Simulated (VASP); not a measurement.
# Os2C3 (P-3m1) in VASP: further runs

The runs below take Os2C3 through single point, relaxation of cell and atoms, with r2SCAN.

Program: VASP 6.6.1. These are calculated values, not measurements. Logs are shortened: lines on timing, memory, paths and dates and some standing lists are left out, and cuts for length are marked.

## (1) The cell of the first run

The structure is trigonal, space group P-3m1 (No. 164). Conventional cell: a = 3.290 Å, b = 3.290 Å, c = 5.544 Å, α = 90.00°, β = 90.00°, γ = 120.00°. Os (site symmetry 3m) has 7 C at 1.98 to 2.39 Å within 2.6 Å. Within 3.3 Å of C (site symmetry -3m) lie 6 Os at 2.39 Å and 12 C at 2.77 to 3.29 Å. C (site symmetry 3m) has 4 Os at 1.98 to 2.07 Å and 3 C at 2.42 Å within 2.6 Å.

## (2) Single point, r2SCAN

File POSCAR:

```
Os2C3
1.0
    3.2903496492      0.0000000000      0.0000000000
   -1.6451748246      2.8495263836      0.0000000000
    0.0000000000      0.0000000000      5.5440585609
Os C
2 3
Direct
    0.3333333333      0.6666666667      0.2620830464
    0.6666666667      0.3333333333      0.7379169536
    0.0000000000      0.0000000000      0.0000000000
    0.3333333333      0.6666666667      0.6353557504
    0.6666666667      0.3333333333      0.3646442496
```

File INCAR.step1:

```
PREC = Accurate
ENCUT = 660
ISMEAR = 0
SIGMA = 0.1
LREAL = F
LASPH = T
NELM = 120
NBANDS = 30
GGA = PE
ALGO = Normal
EDIFF = 1E-5
LWAVE = T
LCHARG = F
GGA_COMPAT = F
```

File INCAR.step2:

```
PREC = Accurate
ENCUT = 660
EDIFF = 1E-6
ISMEAR = 0
SIGMA = 0.1
LREAL = F
LASPH = T
NELM = 120
ALGO = Normal
ISIF = 2
LWAVE = F
LCHARG = T
METAGGA = R2SCAN
LMIXTAU = T
LELF = T
LVHAR = T
NBANDS = 30
ISTART = 1
GGA_COMPAT = F
```

File KPOINTS:

```
Automatic mesh
0
Gamma
  6 6 4
```

Potentials or basis: VASP PAW PBE potentials, release 64 (Os_sv_GW, C).

Run with:

```sh
$ cat potpaw_PBE.64/Os_sv_GW/POTCAR potpaw_PBE.64/C/POTCAR > POTCAR
$ cp INCAR.step1 INCAR
$ mpirun -np 1 vasp_std > vasp.out
$ cp INCAR.step2 INCAR
$ mpirun -np 1 vasp_std > vasp.out
```

OUTCAR:

```text
PREC = Accurate
   ENCUT = 660
   EDIFF = 1E-6
   ISMEAR = 0
   LREAL = F
   LASPH = T
   NELM = 120
   ISIF = 2
   METAGGA = R2SCAN
   ISTART = 1

 ion  position               nearest neighbor table
   1  0.333  0.667  0.262-   5 1.98   5 1.98   5 1.98   4 2.07   3 2.39   3 2.39   3 2.39   2 3.25
                             2 3.25   2 3.25
   2  0.667  0.333  0.738-   4 1.98   4 1.98   4 1.98   5 2.07   3 2.39   3 2.39   3 2.39   1 3.25
                             1 3.25   1 3.25
   3  0.000  0.000  0.000-   1 2.39   2 2.39   2 2.39   1 2.39   2 2.39   1 2.39
   4  0.333  0.667  0.635-   2 1.98   2 1.98   2 1.98   1 2.07
   5  0.667  0.333  0.365-   1 1.98   1 1.98   1 1.98   2 2.07

  LATTYP: Found a hexagonal cell.
 ALAT       =     3.2903496492
 C/A-ratio  =     1.6849451128

  Lattice vectors:

 A1 = (   3.2903496492,   0.0000000000,   0.0000000000)
 A2 = (  -1.6451748246,   2.8495263836,   0.0000000000)
 A3 = (   0.0000000000,   0.0000000000,   5.5440585609)

Analysis of symmetry for initial positions (statically):
=====================================================================
 Subroutine PRICEL returns:
 Original cell was already a primitive cell.

 Routine SETGRP: Setting up the symmetry group for a
 hexagonal supercell.

 Subroutine GETGRP returns: Found 12 space group operations
 (whereof 12 operations were pure point group operations)
 out of a pool of 24 trial point group operations.

The static configuration has the point symmetry D_3d.

Analysis of symmetry for dynamics (positions and initial velocities):
=====================================================================
 Subroutine PRICEL returns:
 Original cell was already a primitive cell.

 Routine SETGRP: Setting up the symmetry group for a
 hexagonal supercell.

 Subroutine GETGRP returns: Found 12 space group operations
 (whereof 12 operations were pure point group operations)
 out of a pool of 24 trial point group operations.

The dynamic configuration has the point symmetry D_3d.

 Subroutine INISYM returns: Found 12 space group operations
 (whereof 12 operations are pure point group operations),
 and found     1 'primitive' translations

----------------------------------------------------------------------------------------

                                     Primitive cell

  volume of cell :      51.9808

  direct lattice vectors                    reciprocal lattice vectors
     3.290349649  0.000000000  0.000000000     0.303919068  0.175467756  0.000000000
    -1.645174825  2.849526384  0.000000000     0.000000000  0.350935512  0.000000000
     0.000000000  0.000000000  5.544058561     0.000000000  0.000000000  0.180373275

  length of vectors
     3.290349649  3.290349649  5.544058561     0.350935512  0.350935512  0.180373275

  position of ions in fractional coordinates (direct lattice)
     0.333333333  0.666666667  0.262083046
     0.666666667  0.333333333  0.737916954
     0.000000000  0.000000000  0.000000000
     0.333333333  0.666666667  0.635355750
     0.666666667  0.333333333  0.364644250

  ion indices of the primitive-cell ions
   primitive index   ion index
                 1           1
                 2           2
                 3           3
                 4           4
                 5           5

----------------------------------------------------------------------------------------

 KPOINTS: Automatic mesh

Automatic generation of k-mesh.
 Grid dimensions read from file:
 generate k-points for:    6    6    4

 Generating k-lattice:

  Cartesian coordinates                     Fractional coordinates (reciprocal lattice)
     0.050653178  0.029244626  0.000000000     0.166666667 -0.000000000  0.000000000
     0.000000000  0.058489252  0.000000000     0.000000000  0.166666667  0.000000000
     0.000000000  0.000000000  0.045093319     0.000000000  0.000000000  0.250000000

  Length of vectors
     0.058489252  0.058489252  0.045093319

  Shift w.r.t. Gamma in fractional coordinates (k-lattice)
     0.000000000  0.000000000  0.000000000

 Subroutine IBZKPT returns following result:
 ===========================================

 Found     24 irreducible k-points:

 Following reciprocal coordinates:
            Coordinates               Weight
  0.000000  0.000000  0.000000      1.000000
  0.166667  0.000000  0.000000      6.000000
  0.333333  0.000000  0.000000      6.000000
  0.500000  0.000000  0.000000      3.000000
  0.166667  0.166667  0.000000      6.000000
  0.333333  0.166667  0.000000     12.000000
[... 16 lines left out ...]
  0.333333  0.166667  0.500000     12.000000
  0.333333  0.333333  0.500000      2.000000
   k-points           NKPTS =     24   k-points in BZ     NKDIM =     24   number of bands    NBANDS=     30
   number of dos      NEDOS =    301   number of ions     NIONS =      5
   total plane-waves  NPLWV =  37632
   dimension x,y,z NGX =    28 NGY =   28 NGZ =   48
   dimension x,y,z NGXF=    56 NGYF=   56 NGZF=   96
   ions per type =               2   3
   NGX,Y,Z   is equivalent  to a cutoff of  14.15, 14.15, 14.39 a.u.
   NGXF,Y,Z  is equivalent  to a cutoff of  28.29, 28.29, 28.79 a.u.
 SYSTEM =  unknown system
   PREC   = accura    normal or accurate (medium, high low for compatibility)
   ISTART =      1    job   : 0-new  1-cont  2-samecut
   ICHARG =      0    charge: 1-file 2-atom 10-const
   ISPIN  =      1    spin polarized calculation?
   LNONCOLLINEAR =      F non collinear calculations
   LSORBIT =      F    spin-orbit coupling
   LASPH  =      T    aspherical Exc in radial PAW
   ENCUT  =  660.0 eV  48.51 Ry    6.96 a.u.   6.89  6.89 11.61*2*pi/ulx,y,z
   NELM   =    120;   NELMIN=  2; NELMDL=  0     # of ELM steps
   EDIFF  = 0.1E-05   stopping-criterion for ELM
   LREAL  =      F    real-space projection
   EDIFFG = 0.1E-04   stopping-criterion for IOM
   NSW    =      0    number of steps for IOM
   IBRION =     -1    ionic relax: 0-MD 1-quasi-New 2-CG
   NFREE  =      0    steps in history (QN), initial steepest desc. (CG)
   ISIF   =      2    stress and relaxation
   ISYM   =      2    0-nonsym 1-usesym 2-fastsym
   POTIM  = 0.5000    time-step for ionic-motion
   TEBEG  =    0.0;   TEEND  =   0.0 temperature during run
   PSTRESS=    0.0 pullay stress
   NELECT =      44.0000    total number of electrons
   NUPDOWN=      -1.0000    fix difference up-down
   EMIN   =  10.00;   EMAX   =-10.00  energy-range for DOS
   EFERMI =   0.00;   METHOD = LEGACY
   ISMEAR =     0;   SIGMA  =   0.10  broadening in eV -4-tet -1-fermi 0-gaus
   EFERMI_NEDOS =   21; number of points for ismear=-14 and -15
   IALGO  =     38    algorithm
   IMIX   =      4    mixing-type and parameters
     AMIX     =   0.40;   BMIX     =  1.00
     AMIX_MAG =   1.60;   BMIX_MAG =  1.00
  volume/ion in A,a.u.               =      10.40        70.16
  Fermi-wavevector in a.u.,A,eV,Ry     =   1.548620  2.926468 32.629819  2.398224
  Thomas-Fermi vector in A             =   2.653544
   LORBIT       =      0    0 simple, 1 ext, 2 COOP (PROOUT), +10 PAW based schemes
   METAGGA = R2SCAN    functional components
   LHFCALC =     F    Hartree Fock is set to
   AEXX    =    0.0000 exact exchange contribution
   IVDW    =     0    specifies the selected vdW correction
   LEPSILON=     F    determine dielectric tensor
   LRPA    =     F    only Hartree local field effects (RPA)
 non-spin polarized calculation
 Gauss-broadening in eV      SIGMA  =   0.10
  energy-cutoff  :      660.00
  volume of cell :       51.98
 maximum number of plane-waves:      2020
   NGX = 13   NGY = 13   NGZ = 23

 number of electron      44.0000000 magnetization

 Free energy of the ion-electron system (eV)
  ---------------------------------------------------
  ext. energy  EPLUGINS =         0.00000000
  ---------------------------------------------------
  free energy    TOTEN  =      -130.87331505 eV

  energy without entropy =     -130.85739504  energy(sigma->0) =     -130.86535504

 E-fermi :  10.1672     XC(G=0): -14.1814

 val. band max:       10.1293707962   @ k =   0.0000   0.0000   0.5000
 cond. band min:      10.1676084216   @ k =   0.0000   0.1667   0.2500
 fundamental gap:      0.0382376254
 Fermi energy:        10.1672205685

 k-point     1 :       0.0000    0.0000    0.0000
  band No.  band energies     occupation
      1     -78.5856      2.00000
      2     -78.5793      2.00000
      3     -37.5143      2.00000
      4     -37.3699      2.00000
      5     -37.3699      2.00000
      6     -37.3551      2.00000
[... 22 lines left out ...]
     29      18.1924      0.00000
     30      18.1924      0.00000

 k-point     2 :       0.1667    0.0000    0.0000
  band No.  band energies     occupation
      1     -78.5840      2.00000
      2     -78.5785      2.00000
      3     -37.5024      2.00000
      4     -37.4068      2.00000
      5     -37.3809      2.00000
      6     -37.3804      2.00000
[... 22 lines left out ...]
     29      17.5548      0.00000
     30      17.7834      0.00000

 k-point     3 :       0.3333    0.0000    0.0000
  band No.  band energies     occupation
      1     -78.5806      2.00000
      2     -78.5769      2.00000
      3     -37.4864      2.00000
      4     -37.4758      2.00000
      5     -37.4373      2.00000
      6     -37.4022      2.00000
[... 22 lines left out ...]
     29      16.7733      0.00000
     30      16.8226      0.00000

 k-point     4 :       0.5000    0.0000    0.0000
  band No.  band energies     occupation
      1     -78.5785      2.00000
      2     -78.5764      2.00000
      3     -37.5141      2.00000
      4     -37.4990      2.00000
      5     -37.4336      2.00000
      6     -37.4126      2.00000
[... 616 lines left out ...]
     29      15.9711      0.00000
     30      16.3859      0.00000

 k-point    23 :       0.3333    0.1667    0.5000
  band No.  band energies     occupation
      1     -78.5781      2.00000
      2     -78.5769      2.00000
      3     -37.5048      2.00000
      4     -37.5007      2.00000
      5     -37.4279      2.00000
      6     -37.4128      2.00000
[... 22 lines left out ...]
     29      15.8028      0.00000
     30      16.3191      0.00000

 k-point    24 :       0.3333    0.3333    0.5000
  band No.  band energies     occupation
      1     -78.5769      2.00000
      2     -78.5769      2.00000
      3     -37.4932      2.00000
      4     -37.4932      2.00000
      5     -37.4607      2.00000
      6     -37.4385      2.00000
[... 22 lines left out ...]
     29      15.7984      0.00000
     30      16.2555      0.00000

------------------------ aborting loop because EDIFF is reached ----------------------------------------

  FORCE on cell =-STRESS in cart. coord.  units (eV):
  Direction    XX          YY          ZZ          XY          YZ          ZX
  --------------------------------------------------------------------------------------
  -------------------------------------------------------------------------------------
  Total        0.0637028      0.0637028     -0.1443586      0.0000000      0.0000000      0.0000000
  in kB        1.9634797      1.9634797     -4.4494956      0.0000000      0.0000000      0.0000000
  external PRESSURE =      -0.1741788 kB  Pullay stress =       0.0000000 kB

 VOLUME and BASIS-vectors are now :
 -----------------------------------------------------------------------------
  energy-cutoff  :      660.00
  volume of cell :       51.98
      direct lattice vectors                 reciprocal lattice vectors
     3.290349649  0.000000000  0.000000000     0.303919068  0.175467756  0.000000000
    -1.645174825  2.849526384  0.000000000     0.000000000  0.350935512  0.000000000
     0.000000000  0.000000000  5.544058561     0.000000000  0.000000000  0.180373275

 POSITION                                       TOTAL-FORCE (eV/Angst)
 -----------------------------------------------------------------------------------
     -0.00000      1.89968      1.45300        -0.000000     -0.000000     -0.041362
      1.64517      0.94984      4.09105         0.000000      0.000000      0.041362
      0.00000      0.00000      0.00000         0.000000      0.000000      0.000000
     -0.00000      1.89968      3.52245         0.000000      0.000000     -0.035570
      1.64517      0.94984      2.02161         0.000000     -0.000000      0.035570
 -----------------------------------------------------------------------------------
    total drift:                                0.000000     -0.000000      0.000000

  FREE ENERGIE OF THE ION-ELECTRON SYSTEM (eV)
  ---------------------------------------------------
  free  energy   TOTEN  =      -130.8733150493 eV

  energy  without entropy=     -130.8573950395  energy(sigma->0) =     -130.86535504
```

Run time: 4.7 min. Hardware: 1 thread of Intel Xeon Platinum 8259CL at 2.50GHz (Skylake/Cascade Lake), shared host; peak memory 0.22 GiB.

What came out:

* Free energy: -130.8733 eV
* Pressure: 0.0 GPa
* Largest force: 0.041 eV/Å
* Band gap on the k mesh: zero (bands 22 and 23 overlap by 1.03 eV)

Forces on the atoms (eV/Å):
```
Os   0.000  0.000 -0.041
Os   0.000  0.000  0.041
C    0.000  0.000  0.000
C    0.000  0.000 -0.036
C    0.000  0.000  0.036
```

Caveat: the k points lie up to 0.37 Å⁻¹ apart, too coarse for converged energies and pressures of a metal; the PAW data sets were made with another functional, which shifts forces and pressure a little; spin-orbit coupling is left out, which moves the levels of the heavy elements.

## (3) Relaxation of cell and atoms, r2SCAN

This run uses another cell than the first one, of 9.65 Å³/atom.

File POSCAR:

```
Os2C3
1.0
    3.2958544583      0.0000000000      0.0000000000
   -1.6479272291      2.8542936880      0.0000000000
    0.0000000000      0.0000000000      5.1278141698
Os C
2 3
Direct
    0.3333333333      0.6666666667      0.2450000000
    0.6666666667      0.3333333333      0.7550000000
    0.0000000000      0.0000000000      0.0000000000
    0.3333333333      0.6666666667      0.6450000000
    0.6666666667      0.3333333333      0.3550000000
```

File INCAR.step1:

```
  PREC = Accurate
  ENCUT = 600
  ISMEAR = 0
  SIGMA = 0.1
  LREAL = F
  LASPH = T
  NELM = 80
  GGA = PE
  ALGO = Normal
  EDIFF = 1E-4
  LWAVE = T
  LCHARG = F
```

File INCAR.step2:

```
  PREC = Accurate
  ENCUT = 600
  EDIFF = 1E-6
  ISMEAR = 0
  SIGMA = 0.1
  LREAL = F
  LASPH = T
  NELM = 80
  ALGO = Normal
  ISIF = 3
  LWAVE = F
  LCHARG = F
  METAGGA = R2SCAN
  LMIXTAU = T
  IBRION = 2
  NSW = 90
  EDIFFG = -0.04
  ISTART = 1
```

File KPOINTS:

```
regular mesh
0
Gamma
  6 6 4
```

Potentials or basis: VASP PAW PBE potentials, release 64 (Os, C).

Run with:

```sh
$ cat potpaw_PBE.64/Os/POTCAR potpaw_PBE.64/C/POTCAR > POTCAR
$ cp INCAR.step1 INCAR
$ mpirun -np 1 vasp_std > vasp.out
$ cp INCAR.step2 INCAR
$ mpirun -np 1 vasp_std > vasp.out
```

Run time: 9.4 min. Hardware: 1 thread of Intel Xeon Platinum 8488C (Sapphire Rapids), shared host; peak memory 0.21 GiB.

It converged, with:

```yaml
Free_energy: -128.4814 eV
Relaxed_volume: 10.49 Å³/atom
Relaxed_cell: a = 3.301 Å, b = 3.301 Å, c = 5.558 Å, α = 90.00°, β = 90.00°, γ = 120.00°
Space_group_after_relaxing_to_0.1_Å: P-3m1 (No. 164)
Energy_gained_by_relaxing: 96.6 meV/atom
Ionic_steps: 11
Pressure_after_relaxing: -0.1 GPa
Largest_force_after_relaxing: 0.037 eV/Å
Band_gap_on_the_k_mesh: zero (bands 14 and 15 overlap by 1.03 eV)
```

Forces on the atoms (eV/Å):
```
Os   0.000  0.000  0.037
Os   0.000  0.000 -0.037
C    0.000  0.000  0.000
C    0.000  0.000 -0.031
C    0.000  0.000  0.031
```

Stress tensor (GPa, compression positive):
```
-0.02  0.00  0.00
 0.00 -0.02  0.00
 0.00  0.00 -0.39
```

Step by step:
```tsv
step	energy change (eV)	largest force (eV/Å)	pressure (GPa)	volume (Å³)
1	0.0000	1.3587	22.53	48.24
2	0.2859	1.0933	-29.24	58.34
3	-0.3134	1.0453	-4.43	52.14
4	-0.3139	1.0486	-3.57	51.99
5	-0.4375	0.5175	2.13	51.88
6	-0.4378	0.6181	2.52	51.87
7	-0.4765	0.0761	-1.80	52.87
8	-0.4824	0.0825	-0.82	52.61
9	-0.4826	0.0421	1.07	52.27
10	-0.4831	0.0603	0.19	52.43
11	-0.4832	0.0367	-0.14	52.44
```

Final structure:
```
CELL_PARAMETERS angstrom
3.30085 0.00000 0.00000
-1.65042 2.85862 0.00000
0.00000 0.00000 5.55751
ATOMIC_POSITIONS crystal
Os 0.33333 0.66667 0.26110
Os 0.66667 0.33333 0.73890
C 0.00000 0.00000 0.00000
C 0.33333 0.66667 0.63453
C 0.66667 0.33333 0.36547
```

Levels at points of the mesh, in eV from the Fermi level:
```csv
k point,band 12,band 13,band 14,band 15,band 16,band 17
"(0.00, 0.00, 0.00)",-2.01,-2.01,0.68,1.65,1.65,2.20
"(0.50, 0.00, 0.00)",-2.12,-0.87,-0.72,-0.27,-0.08,1.70
"(0.00, 0.00, 0.50)",-1.75,-0.98,-0.89,-0.01,-0.01,2.33
"(0.50, 0.00, 0.50)",-1.53,-1.04,-1.03,0.50,0.68,2.01
```

Caveat: the k points lie up to 0.37 Å⁻¹ apart in the final cell, too coarse for converged energies and pressures of a metal; the PAW data sets were made with another functional, which shifts forces and pressure a little; spin-orbit coupling is left out, which moves the levels of the heavy elements.
